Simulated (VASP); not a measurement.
# Hf (Fm-3m) in VASP: single point with PBEsol

Aim: the single point of Hf with PBEsol.

Everything below comes from runs of VASP 6.6.1. Logs are shortened: lines on timing, memory, paths and dates and some standing lists are left out, and cuts for length are marked.

### Step 1. The cell of the first run

The structure is cubic, space group Fm-3m (No. 225). The conventional cell has a = 4.620 Å, b = 4.620 Å, c = 4.620 Å, α = 90.00°, β = 90.00°, γ = 90.00°. Hf (site symmetry m-3m) has 12 Hf at 3.27 Å within 4.3 Å.

### Step 2. Single point, PBEsol

Contents of INCAR:

```
SYSTEM = Hf
PREC = Accurate
ENCUT = 520
EDIFF = 1E-6
ISMEAR = 1
SIGMA = 0.1
LREAL = .False.
LASPH = .True.
NELM = 100
ALGO = Normal
ISIF = 2
LWAVE = .False.
LCHARG = .False.
GGA = PS
NBANDS = 11
```

Contents of KPOINTS:

```
Automatic mesh
0
Gamma
  11 11 11
  0 0 0
```

Contents of POSCAR:

```
Hf
1.0
    0.0000000000      2.3100000000      2.3100000000
    2.3100000000      0.0000000000      2.3100000000
    2.3100000000      2.3100000000      0.0000000000
Hf
1
Direct
    0.5000000000      0.5000000000      0.5000000000
```

Potentials or basis: VASP PAW PBE potentials, release 64 (Hf_pv).

Run with:

```sh
$ cat potpaw_PBE.64/Hf_pv/POTCAR > POTCAR
$ mpirun -np 1 vasp_std > vasp.out
```

OUTCAR:

```text
SYSTEM = Hf
   PREC = Accurate
   ENCUT = 520
   EDIFF = 1E-6
   ISMEAR = 1
   LREAL = .False.
   LASPH = .True.
   NELM = 100
   ISIF = 2
   GGA = PS

 ion  position               nearest neighbor table
   1  0.500  0.500  0.500-

  LATTYP: Found a face centered cubic cell.
 ALAT       =     4.6200000000

  Lattice vectors:

 A1 = (   0.0000000000,   2.3100000000,   2.3100000000)
 A2 = (   2.3100000000,   0.0000000000,   2.3100000000)
 A3 = (   2.3100000000,   2.3100000000,   0.0000000000)

Analysis of symmetry for initial positions (statically):
=====================================================================
 Subroutine PRICEL returns:
 Original cell was already a primitive cell.

 Routine SETGRP: Setting up the symmetry group for a
 face centered cubic supercell.

 Subroutine GETGRP returns: Found 48 space group operations
 (whereof 48 operations were pure point group operations)
 out of a pool of 48 trial point group operations.

The static configuration has the point symmetry O_h .

Analysis of symmetry for dynamics (positions and initial velocities):
=====================================================================
 Subroutine PRICEL returns:
 Original cell was already a primitive cell.

 Routine SETGRP: Setting up the symmetry group for a
 face centered cubic supercell.

 Subroutine GETGRP returns: Found 48 space group operations
 (whereof 48 operations were pure point group operations)
 out of a pool of 48 trial point group operations.

The dynamic configuration has the point symmetry O_h .

 Subroutine INISYM returns: Found 48 space group operations
 (whereof 48 operations are pure point group operations),
 and found     1 'primitive' translations

----------------------------------------------------------------------------------------

                                     Primitive cell

  volume of cell :      24.6528

  direct lattice vectors                    reciprocal lattice vectors
     0.000000000  2.310000000  2.310000000    -0.216450216  0.216450216  0.216450216
     2.310000000  0.000000000  2.310000000     0.216450216 -0.216450216  0.216450216
     2.310000000  2.310000000  0.000000000     0.216450216  0.216450216 -0.216450216

  length of vectors
     3.266833329  3.266833329  3.266833329     0.374902772  0.374902772  0.374902772

  position of ions in fractional coordinates (direct lattice)
     0.500000000  0.500000000  0.500000000

  ion indices of the primitive-cell ions
   primitive index   ion index
                 1           1

----------------------------------------------------------------------------------------

 KPOINTS: Automatic mesh

Automatic generation of k-mesh.
 Grid dimensions read from file:
 generate k-points for:   11   11   11

 Generating k-lattice:

  Cartesian coordinates                     Fractional coordinates (reciprocal lattice)
    -0.019677292  0.019677292  0.019677292     0.090909091  0.000000000  0.000000000
     0.019677292 -0.019677292  0.019677292     0.000000000  0.090909091  0.000000000
     0.019677292  0.019677292 -0.019677292     0.000000000  0.000000000  0.090909091

  Length of vectors
     0.034082070  0.034082070  0.034082070

  Shift w.r.t. Gamma in fractional coordinates (k-lattice)
     0.000000000  0.000000000  0.000000000

 Subroutine IBZKPT returns following result:
 ===========================================

 Found     56 irreducible k-points:

 Following reciprocal coordinates:
            Coordinates               Weight
  0.000000  0.000000  0.000000      1.000000
  0.090909  0.000000  0.000000      8.000000
  0.181818  0.000000  0.000000      8.000000
  0.272727  0.000000  0.000000      8.000000
  0.363636  0.000000  0.000000      8.000000
  0.454545  0.000000  0.000000      8.000000
[... 16 lines left out ...]
 -0.272727  0.181818  0.000000     24.000000
 -0.181818  0.181818  0.000000     12.000000
 [... further k-points ...]
   k-points           NKPTS =     56   k-points in BZ     NKDIM =     56   number of bands    NBANDS=     11
   number of dos      NEDOS =    301   number of ions     NIONS =      1
   total plane-waves  NPLWV =  13824
   dimension x,y,z NGX =    24 NGY =   24 NGZ =   24
   dimension x,y,z NGXF=    48 NGYF=   48 NGZF=   48
   ions per type =               1
   NGX,Y,Z   is equivalent  to a cutoff of  12.21, 12.21, 12.21 a.u.
   NGXF,Y,Z  is equivalent  to a cutoff of  24.43, 24.43, 24.43 a.u.
 SYSTEM =  Hf
   PREC   = accura    normal or accurate (medium, high low for compatibility)
   ISTART =      0    job   : 0-new  1-cont  2-samecut
   ICHARG =      2    charge: 1-file 2-atom 10-const
   ISPIN  =      1    spin polarized calculation?
   LNONCOLLINEAR =      F non collinear calculations
   LSORBIT =      F    spin-orbit coupling
   LASPH  =      T    aspherical Exc in radial PAW
   ENCUT  =  520.0 eV  38.22 Ry    6.18 a.u.   6.07  6.07  6.07*2*pi/ulx,y,z
   NELM   =    100;   NELMIN=  2; NELMDL= -5     # of ELM steps
   EDIFF  = 0.1E-05   stopping-criterion for ELM
   LREAL  =      F    real-space projection
   EDIFFG = 0.1E-04   stopping-criterion for IOM
   NSW    =      0    number of steps for IOM
   IBRION =     -1    ionic relax: 0-MD 1-quasi-New 2-CG
   NFREE  =      0    steps in history (QN), initial steepest desc. (CG)
   ISIF   =      2    stress and relaxation
   ISYM   =      2    0-nonsym 1-usesym 2-fastsym
   POTIM  = 0.5000    time-step for ionic-motion
   TEBEG  =    0.0;   TEEND  =   0.0 temperature during run
   PSTRESS=    0.0 pullay stress
   NELECT =      10.0000    total number of electrons
   NUPDOWN=      -1.0000    fix difference up-down
   EMIN   =  10.00;   EMAX   =-10.00  energy-range for DOS
   EFERMI =   0.00;   METHOD = LEGACY
   ISMEAR =     1;   SIGMA  =   0.10  broadening in eV -4-tet -1-fermi 0-gaus
   EFERMI_NEDOS =   21; number of points for ismear=-14 and -15
   IALGO  =     38    algorithm
   IMIX   =      4    mixing-type and parameters
     AMIX     =   0.40;   BMIX     =  1.00
     AMIX_MAG =   1.60;   BMIX_MAG =  1.00
  volume/ion in A,a.u.               =      24.65       166.37
  Fermi-wavevector in a.u.,A,eV,Ry     =   1.211861  2.290085 19.981616  1.468607
  Thomas-Fermi vector in A             =   2.347363
   LORBIT       =      0    0 simple, 1 ext, 2 COOP (PROOUT), +10 PAW based schemes
   GGA     = PS    functional components
   LHFCALC =     F    Hartree Fock is set to
   AEXX    =    0.0000 exact exchange contribution
   IVDW    =     0    specifies the selected vdW correction
   LEPSILON=     F    determine dielectric tensor
   LRPA    =     F    only Hartree local field effects (RPA)
 non-spin polarized calculation
 Methfessel and Paxton  Order N= 1 SIGMA  =   0.10
  energy-cutoff  :      520.00
  volume of cell :       24.65
 maximum number of plane-waves:       674
   NGX = 13   NGY = 13   NGZ = 13

 number of electron      10.0000002 magnetization

 Free energy of the ion-electron system (eV)
  ---------------------------------------------------
  ext. energy  EPLUGINS =         0.00000000
  ---------------------------------------------------
  free energy    TOTEN  =       -10.30814081 eV

  energy without entropy =      -10.30897728  energy(sigma->0) =      -10.30841963

 E-fermi :   3.9256     XC(G=0): -10.9582

 val. band max:        3.9225504806   @ k =   0.3636   0.0000   0.0000
 cond. band min:       3.9665797213   @ k =   0.2727   0.0909   0.0000
 fundamental gap:      0.0440292407
 Fermi energy:         3.9255547594

 k-point     1 :       0.0000    0.0000    0.0000
  band No.  band energies     occupation
      1     -26.3917      2.00000
      2     -26.3917      2.00000
      3     -26.3917      2.00000
      4      -2.9386      2.00000
      5       5.2710     -0.00000
      6       5.2710     -0.00000
      7       5.2710     -0.00000
      8       7.7183      0.00000
      9       7.7183      0.00000
     10      14.9864      0.00000
     11      16.6258      0.00000

 k-point     2 :       0.0909    0.0000    0.0000
  band No.  band energies     occupation
      1     -26.4402      2.00000
      2     -26.3981      2.00000
      3     -26.3981      2.00000
      4      -2.6815      2.00000
      5       5.0215     -0.00000
      6       5.3900     -0.00000
      7       5.3900     -0.00000
      8       7.6008      0.00000
      9       7.6008      0.00000
     10      15.5394      0.00000
     11      16.6233      0.00000

 k-point     3 :       0.1818    0.0000    0.0000
  band No.  band energies     occupation
      1     -26.5682      2.00000
      2     -26.4151      2.00000
      3     -26.4151      2.00000
      4      -1.9610      2.00000
      5       4.4774     -0.00000
      6       5.6002     -0.00000
      7       5.6002     -0.00000
      8       7.4918      0.00000
      9       7.4918      0.00000
     10      15.8116      0.00000
     11      16.6284      0.00000

 k-point     4 :       0.2727    0.0000    0.0000
  band No.  band energies     occupation
      1     -26.7315      2.00000
      2     -26.4373      2.00000
      3     -26.4373      2.00000
      4      -0.9497      2.00000
      5       4.0084      0.00617
      6       5.5443     -0.00000
      7       5.5443     -0.00000
      8       7.8965      0.00000
      9       7.8965      0.00000
     10      14.4585      0.00000
     11      16.6232      0.00000

 k-point     5 :       0.3636    0.0000    0.0000
  band No.  band energies     occupation
      1     -26.8776      2.00000
      2     -26.4576      2.00000
      3     -26.4576      2.00000
      4       0.0032      2.00000
      5       3.9226      1.05082
      6       5.2891     -0.00000
      7       5.2891     -0.00000
      8       8.7425      0.00000
      9       8.7425      0.00000
     10      13.2522      0.00000
     11      15.8627      0.00000

 k-point     6 :       0.4545    0.0000    0.0000
  band No.  band energies     occupation
      1     -26.9627      2.00000
      2     -26.4696      2.00000
      3     -26.4696      2.00000
      4       0.5036      2.00000
      5       4.2059     -0.00054
      6       5.1083     -0.00000
      7       5.1083     -0.00000
      8       9.4651      0.00000
      9       9.4651      0.00000
     10      12.2828      0.00000
     11      14.7275      0.00000

 k-point     7 :       0.0909    0.0909    0.0000
  band No.  band energies     occupation
      1     -26.4391      2.00000
      2     -26.4088      2.00000
      3     -26.4088      2.00000
      4      -2.5956      2.00000
      5       4.8931     -0.00000
      6       5.4690     -0.00000
      7       5.4690     -0.00000
      8       7.2512      0.00000
      9       7.8416      0.00000
     10      15.7390      0.00000
     11      16.6237      0.00000

 k-point     8 :       0.1818    0.0909    0.0000
  band No.  band energies     occupation
      1     -26.5342      2.00000
      2     -26.4295      2.00000
      3     -26.4212      2.00000
      4      -2.0271      2.00000
      5       4.4420     -0.00000
      6       5.6697     -0.00000
      7       5.7084     -0.00000
      8       6.8779      0.00000
      9       7.9285      0.00000
     10      16.5742      0.00000
     11      16.6686      0.00000
[... 141 lines left out ...]
 k-point    19 :       0.3636    0.1818    0.0000
  band No.  band energies     occupation
      1     -26.7881      2.00000
      2     -26.5140      2.00000
      3     -26.5033      2.00000
      4       0.1411      2.00000
      5       3.3447      2.00000
      6       4.7330     -0.00000
      7       6.2990      0.00000
      8       7.9169      0.00000
      9       9.1375      0.00000
     10      14.7366      0.00000
     11      16.6336      0.00000

 k-point    20 :       0.4545    0.1818    0.0000
  band No.  band energies     occupation
      1     -26.8806      2.00000
      2     -26.5537      2.00000
      3     -26.5119      2.00000
      4       1.0200      2.00000
      5       3.2996      2.00000
      6       4.4510     -0.00000
      7       6.0571      0.00000
      8       9.2471      0.00000
      9       9.6675      0.00000
     10      12.5344      0.00000
     11      16.6263      0.00000

 k-point    21 :      -0.4545    0.1818    0.0000
  band No.  band energies     occupation
      1     -26.9168      2.00000
      2     -26.5862      2.00000
      3     -26.5050      2.00000
      4       1.4314      2.00000
      5       3.3692      2.00000
      6       4.5164     -0.00000
      7       5.8698     -0.00000
      8       9.4390      0.00000
      9      10.2033      0.00000
     10      11.5497      0.00000
     11      16.4719      0.00000

 k-point    22 :      -0.3636    0.1818    0.0000
  band No.  band energies     occupation
      1     -26.8893      2.00000
      2     -26.5982      2.00000
      3     -26.4849      2.00000
      4       1.2845      2.00000
      5       3.5499      2.00000
      6       4.3361     -0.00000
      7       5.8503     -0.00000
      8       8.5081      0.00000
      9      10.3296      0.00000
     10      12.4872      0.00000
     11      16.7265      0.00000

 k-point    23 :      -0.2727    0.1818    0.0000
  band No.  band energies     occupation
      1     -26.8120      2.00000
      2     -26.5799      2.00000
      3     -26.4576      2.00000
      4       0.5312      2.00000
      5       3.6494      2.00066
      6       4.4682     -0.00000
      7       6.0364      0.00000
      8       7.4049      0.00000
      9       9.9992      0.00000
     10      14.0159      0.00000
     11      16.6354      0.00000

 k-point    24 :      -0.1818    0.1818    0.0000
  band No.  band energies     occupation
      1     -26.7164      2.00000
      2     -26.5283      2.00000
      3     -26.4320      2.00000
      4      -0.5260      2.00000
      5       3.8245      2.05242
      6       5.0387     -0.00000
      7       6.4053      0.00000
      8       6.4818      0.00000
      9       9.0457      0.00000
     10      15.4629      0.00000
     11      16.6385      0.00000

 [... further k-points ...]
[... 5 lines left out ...]
  --------------------------------------------------------------------------------------
  -------------------------------------------------------------------------------------
  Total       -1.8464048     -1.8464048     -1.8464048      0.0000000     -0.0000000      0.0000000
  in kB     -119.9973237   -119.9973237   -119.9973237      0.0000000     -0.0000000      0.0000000
  external PRESSURE =    -119.9973237 kB  Pullay stress =       0.0000000 kB

 VOLUME and BASIS-vectors are now :
 -----------------------------------------------------------------------------
  energy-cutoff  :      520.00
  volume of cell :       24.65
      direct lattice vectors                 reciprocal lattice vectors
     0.000000000  2.310000000  2.310000000    -0.216450216  0.216450216  0.216450216
     2.310000000  0.000000000  2.310000000     0.216450216 -0.216450216  0.216450216
     2.310000000  2.310000000  0.000000000     0.216450216  0.216450216 -0.216450216

 POSITION                                       TOTAL-FORCE (eV/Angst)
 -----------------------------------------------------------------------------------
      2.31000      2.31000      2.31000         0.000000     -0.000000      0.000000
 -----------------------------------------------------------------------------------
    total drift:                               -0.000000     -0.000000      0.000000

  FREE ENERGIE OF THE ION-ELECTRON SYSTEM (eV)
  ---------------------------------------------------
  free  energy   TOTEN  =       -10.3081408084 eV

  energy  without entropy=      -10.3089772763  energy(sigma->0) =      -10.30841963
```

It took 5.3 s on 1 thread of Intel Xeon Platinum 8488C (Sapphire Rapids), shared host; peak memory 0.14 GiB.

What came out:

```yaml
Free_energy: -10.3081 eV
Pressure: -12.0 GPa
Band_gap_on_the_k_mesh: zero (band 5 reaches 5.27 eV, above the bottom of band 6 at 3.69 eV)
```

Levels at points of the mesh, in eV from the Fermi level:
```csv
k point,band 2,band 3,band 4,band 5,band 6,band 7,band 8,band 9
"(0.00, 0.00, 0.00)",-30.32,-30.32,-6.86,1.35,1.35,1.35,3.79,3.79
```

Caveat: the PAW data sets were made with another functional, which shifts forces and pressure a little; spin-orbit coupling is left out, which moves the levels of the heavy elements.
